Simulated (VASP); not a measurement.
# W (Fm-3m) in VASP: notebook, part 2 of 2

VASP 6.6.1.

### 3 Single point, BLYP (volume scaled by 0.88)

Contents of INCAR:

```
  PREC = Accurate
  ENCUT = 520
  EDIFF = 1E-7
  ISMEAR = -1
  SIGMA = 0.1
  LREAL = F
  LASPH = T
  NELM = 80
  ALGO = Normal
  ISIF = 2
  LWAVE = F
  LCHARG = T
  GGA = B5
  ALDAX = 1.0
  AGGAX = 1.0
  AGGAC = 1.0
  ALDAC = 0.0
  LELF = T
  LVHAR = T
  NBANDS = 13
```

Contents of KPOINTS:

```
Automatic mesh
0
Gamma
  15 15 15
```

Contents of POSCAR:

```
W
1.0
    0.0000000000      1.9566351801      1.9566351801
    1.9566351801      0.0000000000      1.9566351801
    1.9566351801      1.9566351801      0.0000000000
W
1
Direct
    0.0000000000      0.0000000000      0.0000000000
```

Potentials or basis: VASP PAW PBE potentials, release 64 (W_sv).

The run is started by

```console
$ cat potpaw_PBE.64/W_sv/POTCAR > POTCAR
$ mpirun -np 1 vasp_std > vasp.out
```

OUTCAR:

```text
PREC = Accurate
   ENCUT = 520
   EDIFF = 1E-7
   ISMEAR = -1
   LREAL = F
   LASPH = T
   NELM = 80
   ISIF = 2
   GGA = B5

 ion  position               nearest neighbor table
   1  0.000  0.000  0.000-

  LATTYP: Found a face centered cubic cell.
 ALAT       =     3.9132703602

  Lattice vectors:

 A1 = (   0.0000000000,   1.9566351801,   1.9566351801)
 A2 = (   1.9566351801,   0.0000000000,   1.9566351801)
 A3 = (   1.9566351801,   1.9566351801,   0.0000000000)

Analysis of symmetry for initial positions (statically):
=====================================================================
 Subroutine PRICEL returns:
 Original cell was already a primitive cell.

 Routine SETGRP: Setting up the symmetry group for a
 face centered cubic supercell.

 Subroutine GETGRP returns: Found 48 space group operations
 (whereof 48 operations were pure point group operations)
 out of a pool of 48 trial point group operations.

The static configuration has the point symmetry O_h .

Analysis of symmetry for dynamics (positions and initial velocities):
=====================================================================
 Subroutine PRICEL returns:
 Original cell was already a primitive cell.

 Routine SETGRP: Setting up the symmetry group for a
 face centered cubic supercell.

 Subroutine GETGRP returns: Found 48 space group operations
 (whereof 48 operations were pure point group operations)
 out of a pool of 48 trial point group operations.

The dynamic configuration has the point symmetry O_h .

 Subroutine INISYM returns: Found 48 space group operations
 (whereof 48 operations are pure point group operations),
 and found     1 'primitive' translations

----------------------------------------------------------------------------------------

                                     Primitive cell

  volume of cell :      14.9816

[... 107 lines left out ...]
  volume/ion in A,a.u.               =      14.98       101.10
  Fermi-wavevector in a.u.,A,eV,Ry     =   1.600532  3.024567 34.854074  2.561702
  Thomas-Fermi vector in A             =   2.697653
   LORBIT       =      0    0 simple, 1 ext, 2 COOP (PROOUT), +10 PAW based schemes
   GGA     = B5    functional components
   LHFCALC =     F    Hartree Fock is set to
   AEXX    =    0.0000 exact exchange contribution
   IVDW    =     0    specifies the selected vdW correction
   LEPSILON=     F    determine dielectric tensor
   LRPA    =     F    only Hartree local field effects (RPA)
 non-spin polarized calculation
  energy-cutoff  :      520.00
  volume of cell :       14.98
 maximum number of plane-waves:       419
 NGX is ok and might be reduce to    24
   NGX = 11   NGY = 11   NGZ = 11

 number of electron      14.0000001 magnetization

 Free energy of the ion-electron system (eV)
  ---------------------------------------------------
  ext. energy  EPLUGINS =         0.00000000
  ---------------------------------------------------
  free energy    TOTEN  =       -10.59445582 eV

  energy without entropy =      -10.56323598  energy(sigma->0) =      -10.57884590

 E-fermi :  12.3581     XC(G=0): -13.2872

 val. band max:       12.3366664225   @ k =   0.2000   0.1333   0.0667
 cond. band min:      12.4536230174   @ k =  -0.2667   0.1333   0.0000
 fundamental gap:      0.1169565949
 Fermi energy:        12.3581366024

 k-point     1 :       0.0000    0.0000    0.0000
  band No.  band energies     occupation
      1     -60.7321      2.00000
      2     -24.4865      2.00000
      3     -24.4865      2.00000
      4     -24.4865      2.00000
      5       3.1320      2.00000
      6      11.6149      1.99882
      7      11.6149      1.99882
      8      11.6149      1.99882
      9      15.1380      0.00000
     10      15.1380      0.00000
     11      25.4208      0.00000
     12      31.1271      0.00000
     13      31.1271      0.00000
[... 354 lines left out ...]
  band No.  band energies     occupation
      1     -60.6737      2.00000
      2     -24.9528      2.00000
      3     -24.6321      2.00000
      4     -24.6191      2.00000
      5       4.9295      2.00000
      6      10.1520      2.00000
      7      12.5010      0.38669
      8      12.6741      0.08144
      9      13.5506      0.00001
     10      15.7185      0.00000
     11      28.7378      0.00000
     12      29.4369      0.00000
     13      32.5677      0.00000

 [... further k-points ...]
[... 5 lines left out ...]
  --------------------------------------------------------------------------------------
  -------------------------------------------------------------------------------------
  Total        4.1910437      4.1910437      4.1910437      0.0000000      0.0000000      0.0000000
  in kB      448.2013935    448.2013935    448.2013935      0.0000000      0.0000000      0.0000000
  external PRESSURE =     448.2013935 kB  Pullay stress =       0.0000000 kB

 VOLUME and BASIS-vectors are now :
 -----------------------------------------------------------------------------
  energy-cutoff  :      520.00
  volume of cell :       14.98
      direct lattice vectors                 reciprocal lattice vectors
     0.000000000  1.956635180  1.956635180    -0.255540739  0.255540739  0.255540739
     1.956635180  0.000000000  1.956635180     0.255540739 -0.255540739  0.255540739
     1.956635180  1.956635180  0.000000000     0.255540739  0.255540739 -0.255540739

 POSITION                                       TOTAL-FORCE (eV/Angst)
 -----------------------------------------------------------------------------------
      0.00000      0.00000      0.00000         0.000000      0.000000      0.000000
 -----------------------------------------------------------------------------------
    total drift:                               -0.000000      0.000000      0.000000

  FREE ENERGIE OF THE ION-ELECTRON SYSTEM (eV)
  ---------------------------------------------------
  free  energy   TOTEN  =       -10.5944558165 eV

  energy  without entropy=      -10.5632359799  energy(sigma->0) =      -10.57884590
```

OSZICAR:

```text
N       E                     dE             d eps       ncg     rms          rms(c)
DAV:   1     0.869698249001E+02    0.86970E+02   -0.74069E+03  3128   0.123E+03
DAV:   2    -0.946655375943E+01   -0.96436E+02   -0.92650E+02  3485   0.318E+02
DAV:   3    -0.110687305664E+02   -0.16022E+01   -0.15945E+01  3415   0.397E+01
DAV:   4    -0.110749231220E+02   -0.61926E-02   -0.61908E-02  3535   0.271E+00
DAV:   5    -0.110749715054E+02   -0.48383E-04   -0.48383E-04  3485   0.228E-01    0.221E+01
DAV:   6    -0.106968391873E+02    0.37813E+00   -0.30867E-01  3305   0.747E+00    0.943E+00
DAV:   7    -0.105975434679E+02    0.99296E-01   -0.16535E-01  3470   0.524E+00    0.392E-01
DAV:   8    -0.105944315055E+02    0.31120E-02   -0.39458E-03  3165   0.823E-01    0.103E-01
DAV:   9    -0.105944607718E+02   -0.29266E-04   -0.35834E-05  3730   0.699E-02    0.655E-02
DAV:  10    -0.105944556378E+02    0.51340E-05   -0.14517E-05  3340   0.543E-02    0.410E-03
DAV:  11    -0.105944559228E+02   -0.28502E-06   -0.17251E-07  3037   0.509E-03    0.624E-04
DAV:  12    -0.105944558144E+02    0.10840E-06   -0.18314E-08  1990   0.148E-03    0.301E-04
DAV:  13    -0.105944558165E+02   -0.20957E-08   -0.56683E-10  1665   0.316E-04
   1 F= -.10594456E+02 E0= -.10578846E+02  d E =-.312198E-01
```

stdout:

```text
POSCAR found type information on POSCAR W
 POSCAR found :  1 types and       1 ions
 scaLAPACK will be used
 -----------------------------------------------------------------------------
|                                                                             |
|                                                                             |
|     You enforced a specific xc type in the INCAR file but a different       |
|     I HOPE YOU KNOW WHAT YOU ARE DOING!                                     |
|                                                                             |
 -----------------------------------------------------------------------------

 LDA part: xc-table for (Slater(with rela. corr.)+VWN5), standard interpolation
 POSCAR, INCAR and KPOINTS ok, starting setup
 FFT: planning ... GRIDC
 FFT: planning ... GRID_SOFT
 FFT: planning ... GRID
 WAVECAR not read
 entering main loop
```

Wall time 24 s (1 thread of Intel Xeon 6975P-C, shared host); peak memory 0.15 GiB.

What came out:

| Item | Value |
| --- | --- |
| Free energy | -10.5945 eV |
| Pressure | 44.8 GPa |
| Band gap on the k mesh | zero (band 7 reaches 16.02 eV, above the bottom of band 8 at 11.61 eV) |

Caveat: the PAW data sets were made with another functional, which shifts forces and pressure a little; spin-orbit coupling is left out, which moves the levels of the heavy elements.

### 4 Single point, BLYP (volume scaled by 0.92)

Contents of INCAR:

```
AGGAC = 1.0 ; AGGAX = 1.0
ALDAC = 0.0 ; ALDAX = 1.0
ALGO = Normal ; EDIFF = 1E-6
ENCUT = 520 ; GGA = B5
ISIF = 2 ; ISMEAR = -1
LASPH = True ; LCHARG = True
LELF = True ; LREAL = False
LVHAR = True ; LWAVE = False
NBANDS = 13 ; NELM = 60
PREC = Accurate ; SIGMA = 0.1
```

Contents of KPOINTS:

```
k-points
0
Gamma
  15 15 15
```

Contents of POSCAR:

```
W
1.0
    0.0000000000      1.9858429963      1.9858429963
    1.9858429963      0.0000000000      1.9858429963
    1.9858429963      1.9858429963      0.0000000000
W
1
Direct
    0.0000000000      0.0000000000      0.0000000000
```

The run is started by

```console
$ cat potpaw_PBE.64/W_sv/POTCAR > POTCAR
$ mpirun -np 1 vasp_std > vasp.out
```

Wall time 22 s (1 thread of Intel Xeon 6975P-C, shared host); peak memory 0.15 GiB.

Results (log left out):

| Property | Result |
| --- | --- |
| Free energy | -10.7462 eV |
| Pressure | 27.0 GPa |
| Band gap on the k mesh | zero (band 7 reaches 15.07 eV, above the bottom of band 8 at 11.03 eV) |

Levels at points of the mesh, in eV from the Fermi level:
```
           k point  band 5  band 6  band 7  band 8  band 9  band 10
(0.00, 0.00, 0.00)   -9.02   -0.69   -0.69   -0.69    2.62     2.62
```

Caveat: the PAW data sets were made with another functional, which shifts forces and pressure a little; spin-orbit coupling is left out, which moves the levels of the heavy elements.

### 5 Summary

```csv
cell,k mesh,gap on the mesh (eV),pressure (GPa)
"a = 2.888 Å, angles 60.0°, 1 atom",14 × 14 × 14,none,1.4
"a = 2.767 Å, angles 60.0°, 1 atom",15 × 15 × 15,none,44.8
"a = 2.808 Å, angles 60.0°, 1 atom",15 × 15 × 15,none,27.0
```

Alike in all rows: task single point; level BLYP; potentials or basis VASP PAW PBE potentials, release 64 (W_sv); no spin polarisation; cutoff (eV) 520; smearing fermi-dirac 0.1 eV.

Caveats: the PAW data sets were made with another functional, which shifts forces and pressure a little; spin-orbit coupling is left out, which moves the levels of the heavy elements.

Absolute energies hang on the potentials; compare differences alone.
